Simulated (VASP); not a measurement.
# Ti (Fm-3m) in VASP: a series of runs

The runs below take Ti through single point, with LDA.

Program: VASP 6.6.1. These are calculated values, not measurements. Logs are shortened: lines on timing, memory, paths and dates and some standing lists are left out, and cuts for length are marked.

## 1. The cell of the first run

Symmetry: Fm-3m, No. 225, cubic system. Conventional cell: a = 4.001 Å, b = 4.001 Å, c = 4.001 Å, α = 90.00°, β = 90.00°, γ = 90.00°. Ti (site symmetry m-3m) has 12 Ti at 2.83 Å within 3.7 Å.

This isn't the form of Ti at room conditions, which is hcp.

## 2. Single point, LDA, collinear spin (16.01 Å³/atom)

INCAR reads:

```
PREC = Accurate
ENCUT = 520
EDIFF = 1E-6
ISMEAR = 0
SIGMA = 0.15
LREAL = False
LASPH = True
NELM = 150
ALGO = Normal
ISIF = 2
LWAVE = False
LCHARG = False
ISPIN = 2
MAGMOM = 0.375
LORBIT = 11
NUPDOWN = 0.375
LMAXMIX = 4
GGA = CA
NBANDS = 16
```

KPOINTS reads:

```
regular mesh
0
Gamma
  22 22 22
```

POSCAR reads:

```
Ti
1.0
    0.0000000000      2.0005327171      2.0005327171
    2.0005327171      0.0000000000      2.0005327171
    2.0005327171      2.0005327171      0.0000000000
Ti
1
Direct
    0.0000000000      0.0000000000      0.0000000000
```

Potentials or basis: VASP PAW LDA potentials, release 64 (Ti_sv).

Started as:

```bash
> cat potpaw_LDA.64/Ti_sv/POTCAR > POTCAR
> mpirun -np 1 vasp_std > vasp.out
```

OUTCAR:

```text
PREC = Accurate
   ENCUT = 520
   EDIFF = 1E-6
   ISMEAR = 0
   LREAL = False
   LASPH = True
   NELM = 150
   ISIF = 2
   ISPIN = 2
   LORBIT = 11
   NUPDOWN = 0.375
   GGA = CA

 ion  position               nearest neighbor table
   1  0.000  0.000  0.000-

  LATTYP: Found a face centered cubic cell.
 ALAT       =     4.0010654342

  Lattice vectors:

 A1 = (   0.0000000000,   2.0005327171,   2.0005327171)
 A2 = (   2.0005327171,   0.0000000000,   2.0005327171)
 A3 = (   2.0005327171,   2.0005327171,   0.0000000000)

Analysis of symmetry for initial positions (statically):
=====================================================================
 Subroutine PRICEL returns:
 Original cell was already a primitive cell.

 Routine SETGRP: Setting up the symmetry group for a
 face centered cubic supercell.

 Subroutine GETGRP returns: Found 48 space group operations
 (whereof 48 operations were pure point group operations)
 out of a pool of 48 trial point group operations.

The static configuration has the point symmetry O_h .

Analysis of symmetry for dynamics (positions and initial velocities):
=====================================================================
 Subroutine PRICEL returns:
 Original cell was already a primitive cell.

 Routine SETGRP: Setting up the symmetry group for a
 face centered cubic supercell.

 Subroutine GETGRP returns: Found 48 space group operations
 (whereof 48 operations were pure point group operations)
 out of a pool of 48 trial point group operations.

The dynamic configuration has the point symmetry O_h .

Analysis of structural, dynamic, and magnetic symmetry:
=====================================================================
 Subroutine PRICEL returns:
 Original cell was already a primitive cell.

 Routine SETGRP: Setting up the symmetry group for a
 face centered cubic supercell.

 Subroutine GETGRP returns: Found 48 space group operations
 (whereof 48 operations were pure point group operations)
 out of a pool of 48 trial point group operations.

The overall configuration has the point symmetry O_h .

 Subroutine INISYM returns: Found 48 space group operations
 (whereof 48 operations are pure point group operations),
 and found     1 'primitive' translations

----------------------------------------------------------------------------------------

                                     Primitive cell

  volume of cell :      16.0128

  direct lattice vectors                    reciprocal lattice vectors
     0.000000000  2.000532717  2.000532717    -0.249933428  0.249933428  0.249933428
     2.000532717  0.000000000  2.000532717     0.249933428 -0.249933428  0.249933428
     2.000532717  2.000532717  0.000000000     0.249933428  0.249933428 -0.249933428

  length of vectors
     2.829180500  2.829180500  2.829180500     0.432897396  0.432897396  0.432897396

  position of ions in fractional coordinates (direct lattice)
     0.000000000  0.000000000  0.000000000

  ion indices of the primitive-cell ions
   primitive index   ion index
                 1           1

----------------------------------------------------------------------------------------

 KPOINTS: regular mesh

Automatic generation of k-mesh.
 Grid dimensions read from file:
 generate k-points for:   22   22   22

 Generating k-lattice:

  Cartesian coordinates                     Fractional coordinates (reciprocal lattice)
    -0.011360610  0.011360610  0.011360610     0.045454545  0.000000000  0.000000000
     0.011360610 -0.011360610  0.011360610     0.000000000  0.045454545  0.000000000
     0.011360610  0.011360610 -0.011360610     0.000000000  0.000000000  0.045454545

  Length of vectors
     0.019677154  0.019677154  0.019677154

  Shift w.r.t. Gamma in fractional coordinates (k-lattice)
     0.000000000  0.000000000  0.000000000

 Subroutine IBZKPT returns following result:
 ===========================================

 Found    328 irreducible k-points:

 Following reciprocal coordinates:
            Coordinates               Weight
  0.000000  0.000000  0.000000      1.000000
  0.045455  0.000000  0.000000      8.000000
  0.090909  0.000000  0.000000      8.000000
  0.136364  0.000000  0.000000      8.000000
  0.181818  0.000000  0.000000      8.000000
  0.227273  0.000000  0.000000      8.000000
[... 16 lines left out ...]
  0.500000  0.045455  0.000000     24.000000
 -0.454545  0.045455  0.000000     24.000000
 [... further k-points ...]
   k-points           NKPTS =    328   k-points in BZ     NKDIM =    328   number of bands    NBANDS=     16
   number of dos      NEDOS =    301   number of ions     NIONS =      1
   total plane-waves  NPLWV =  13824
   dimension x,y,z NGX =    24 NGY =   24 NGZ =   24
   dimension x,y,z NGXF=    48 NGYF=   48 NGZF=   48
   ions per type =               1
   NGX,Y,Z   is equivalent  to a cutoff of  14.10, 14.10, 14.10 a.u.
   NGXF,Y,Z  is equivalent  to a cutoff of  28.21, 28.21, 28.21 a.u.
 SYSTEM =  unknown system
   PREC   = accura    normal or accurate (medium, high low for compatibility)
   ISTART =      0    job   : 0-new  1-cont  2-samecut
   ICHARG =      2    charge: 1-file 2-atom 10-const
   ISPIN  =      2    spin polarized calculation?
   LNONCOLLINEAR =      F non collinear calculations
   LSORBIT =      F    spin-orbit coupling
   LASPH  =      T    aspherical Exc in radial PAW
   ENCUT  =  520.0 eV  38.22 Ry    6.18 a.u.   5.26  5.26  5.26*2*pi/ulx,y,z
   NELM   =    150;   NELMIN=  2; NELMDL= -5     # of ELM steps
   EDIFF  = 0.1E-05   stopping-criterion for ELM
   LREAL  =      F    real-space projection
   EDIFFG = 0.1E-04   stopping-criterion for IOM
   NSW    =      0    number of steps for IOM
   IBRION =     -1    ionic relax: 0-MD 1-quasi-New 2-CG
   NFREE  =      0    steps in history (QN), initial steepest desc. (CG)
   ISIF   =      2    stress and relaxation
   ISYM   =      2    0-nonsym 1-usesym 2-fastsym
   POTIM  = 0.5000    time-step for ionic-motion
   TEBEG  =    0.0;   TEEND  =   0.0 temperature during run
   PSTRESS=    0.0 pullay stress
   NELECT =      12.0000    total number of electrons
   NUPDOWN=       0.3750    fix difference up-down
   EMIN   =  10.00;   EMAX   =-10.00  energy-range for DOS
   EFERMI =   0.00;   METHOD = LEGACY
   ISMEAR =     0;   SIGMA  =   0.15  broadening in eV -4-tet -1-fermi 0-gaus
   EFERMI_NEDOS =   21; number of points for ismear=-14 and -15
   IALGO  =     38    algorithm
   IMIX   =      4    mixing-type and parameters
     AMIX     =   0.40;   BMIX     =  1.00
     AMIX_MAG =   1.60;   BMIX_MAG =  1.00
  volume/ion in A,a.u.               =      16.01       108.06
  Fermi-wavevector in a.u.,A,eV,Ry     =   1.487007  2.810035 30.085051  2.211189
  Thomas-Fermi vector in A             =   2.600222
   LORBIT       =     11    0 simple, 1 ext, 2 COOP (PROOUT), +10 PAW based schemes
   GGA     = CA    functional components
   LHFCALC =     F    Hartree Fock is set to
   AEXX    =    0.0000 exact exchange contribution
   IVDW    =     0    specifies the selected vdW correction
   LEPSILON=     F    determine dielectric tensor
   LRPA    =     F    only Hartree local field effects (RPA)
 spin polarized calculation
 Gauss-broadening in eV      SIGMA  =   0.15
  energy-cutoff  :      520.00
  volume of cell :       16.01
 maximum number of plane-waves:       444
 NGX is ok and might be reduce to    24
   NGX = 11   NGY = 11   NGZ = 11

 number of electron      11.9999999 magnetization       0.3750000

 Free energy of the ion-electron system (eV)
  ---------------------------------------------------
  ext. energy  EPLUGINS =         0.00000000
  ---------------------------------------------------
  free energy    TOTEN  =        -8.48663302 eV

  energy without entropy =       -8.46893236  energy(sigma->0) =       -8.47778269

 E-fermi :   8.7654     XC(G=0): -12.1756

 val. band max:        8.9981353511   @ k =  -0.2273   0.2273   0.0455
 cond. band min:       8.7655262431   @ k =  -0.4091   0.3636   0.1818
 fundamental gap:     -0.2326091081
 Fermi energy:         8.9984769571

 spin component 1

 k-point     1 :       0.0000    0.0000    0.0000
  band No.  band energies     occupation
      1     -47.1173      1.00000
      2     -23.2349      1.00000
      3     -23.2349      1.00000
      4     -23.2349      1.00000
      5       2.5609      1.00000
      6       9.6488      0.00000
[... 8 lines left out ...]
     15      33.4929      0.00000
     16      34.9823      0.00000

 k-point     2 :       0.0455    0.0000    0.0000
  band No.  band energies     occupation
      1     -47.1138      1.00000
      2     -23.2539      1.00000
      3     -23.2372      1.00000
      4     -23.2372      1.00000
      5       2.6337      1.00000
      6       9.6022      0.00000
[... 8 lines left out ...]
     15      33.9087      0.00000
     16      34.9435      0.00000
[... 387 lines left out ...]
      5       6.0316      1.00000
      6       9.3411      0.00062
[... 8 lines left out ...]
     15      32.6343      0.00000
     16      32.6615      0.00000

 k-point    24 :      -0.4545    0.0455    0.0000
  band No.  band energies     occupation
      1     -46.9378      1.00000
      2     -24.1191      1.00000
      3     -23.3619      1.00000
      4     -23.3480      1.00000
      5       6.0223      1.00000
      6       9.3468      0.00051
[... 8 lines left out ...]
     15      32.5446      0.00000
     16      32.7017      0.00000

 [... further k-points ...]

 spin component 2

 k-point     1 :       0.0000    0.0000    0.0000
  band No.  band energies     occupation
      1     -46.9016      1.00000
      2     -23.0197      1.00000
      3     -23.0197      1.00000
      4     -23.0197      1.00000
      5       2.8008      1.00000
      6       9.8948      0.00000
[... 8 lines left out ...]
     15      33.6986      0.00000
     16      35.2349      0.00000

 k-point     2 :       0.0455    0.0000    0.0000
  band No.  band energies     occupation
      1     -46.8980      1.00000
      2     -23.0388      1.00000
      3     -23.0221      1.00000
      4     -23.0221      1.00000
      5       2.8736      1.00000
      6       9.8484      0.00000
[... 8 lines left out ...]
     15      34.1195      0.00000
     16      35.1960      0.00000
[... 387 lines left out ...]
      5       6.2867      1.00000
      6       9.5532      0.00000
[... 8 lines left out ...]
     15      32.8563      0.00000
     16      32.8826      0.00000

 k-point    24 :      -0.4545    0.0455    0.0000
  band No.  band energies     occupation
      1     -46.7224      1.00000
      2     -23.9021      1.00000
      3     -23.1464      1.00000
      4     -23.1325      1.00000
      5       6.2772      1.00000
      6       9.5597      0.00000
[... 8 lines left out ...]
     15      32.7653      0.00000
     16      32.9240      0.00000

 [... further k-points ...]

------------------------ aborting loop because EDIFF is reached ----------------------------------------

  FORCE on cell =-STRESS in cart. coord.  units (eV):
  Direction    XX          YY          ZZ          XY          YZ          ZX
  --------------------------------------------------------------------------------------
  -------------------------------------------------------------------------------------
  Total        0.0482734      0.0482734      0.0482734     -0.0000000     -0.0000000     -0.0000000
  in kB        4.8300516      4.8300516      4.8300516     -0.0000000     -0.0000000     -0.0000000
  external PRESSURE =       4.8300516 kB  Pullay stress =       0.0000000 kB

 VOLUME and BASIS-vectors are now :
 -----------------------------------------------------------------------------
  energy-cutoff  :      520.00
  volume of cell :       16.01
      direct lattice vectors                 reciprocal lattice vectors
     0.000000000  2.000532717  2.000532717    -0.249933428  0.249933428  0.249933428
     2.000532717  0.000000000  2.000532717     0.249933428 -0.249933428  0.249933428
     2.000532717  2.000532717  0.000000000     0.249933428  0.249933428 -0.249933428

 POSITION                                       TOTAL-FORCE (eV/Angst)
 -----------------------------------------------------------------------------------
      0.00000      0.00000      0.00000         0.000000      0.000000      0.000000
 -----------------------------------------------------------------------------------
    total drift:                                0.000000     -0.000000     -0.000000

  FREE ENERGIE OF THE ION-ELECTRON SYSTEM (eV)
  ---------------------------------------------------
  free  energy   TOTEN  =        -8.4866330151 eV

  energy  without entropy=       -8.4689323612  energy(sigma->0) =       -8.47778269

 total charge

# of ion       s       p       d       tot
------------------------------------------
    1        2.267   6.129   1.990  10.386

 magnetization (x)

# of ion       s       p       d       tot
------------------------------------------
    1        0.003   0.029   0.234   0.266
```

It took 3.8 min on 1 thread of Intel Xeon Platinum 8375C at 2.90GHz (Ice Lake), shared host; peak memory 0.22 GiB.

What came out:

```yaml
Free_energy: -8.4866 eV
Pressure: 0.5 GPa
Net_moment: 0.38 μB per cell
Site_moments: Ti +0.27 μB
Valence_electrons_inside_the_program's_atomic_spheres: Ti 10.39
```

Caveat: the total moment is fixed, so each spin has its own Fermi level and the state may be an excited one.

## 3. Single point, LDA, collinear spin (16.01 Å³/atom)

INCAR reads:

```
SYSTEM = Ti
PREC = Accurate
ENCUT = 520
EDIFF = 1E-7
ISMEAR = 0
SIGMA = 0.15
LREAL = .False.
LASPH = .True.
NELM = 150
ALGO = Fast
ISIF = 2
LWAVE = .False.
LCHARG = .True.
ISPIN = 2
MAGMOM = 0.125
LORBIT = 11
NUPDOWN = 0.125
LMAXMIX = 4
GGA = CA
LELF = .True.
LVHAR = .True.
NBANDS = 16
```

KPOINTS reads:

```
Automatic mesh
0
Gamma
  22 22 22
  0 0 0
```

POSCAR is that of step 2.

Potentials or basis: VASP PAW LDA potentials, release 64 (Ti_sv).

Started as:

```bash
> cat potpaw_LDA.64/Ti_sv/POTCAR > POTCAR
> mpirun -np 1 vasp_std > vasp.out
```

It took 4 min on 1 thread of Intel Xeon Platinum 8375C at 2.90GHz (Ice Lake), shared host; peak memory 0.23 GiB.

Results (log left out):

```
Free energy                                           : -8.5059 eV
Pressure                                              : 0.0 GPa
Net moment                                            : 0.12 μB per cell
Site moments                                          : Ti +0.09 μB
Valence electrons inside the program's atomic spheres : Ti 10.38
```

Caveat: the total moment is fixed, so each spin has its own Fermi level and the state may be an excited one.
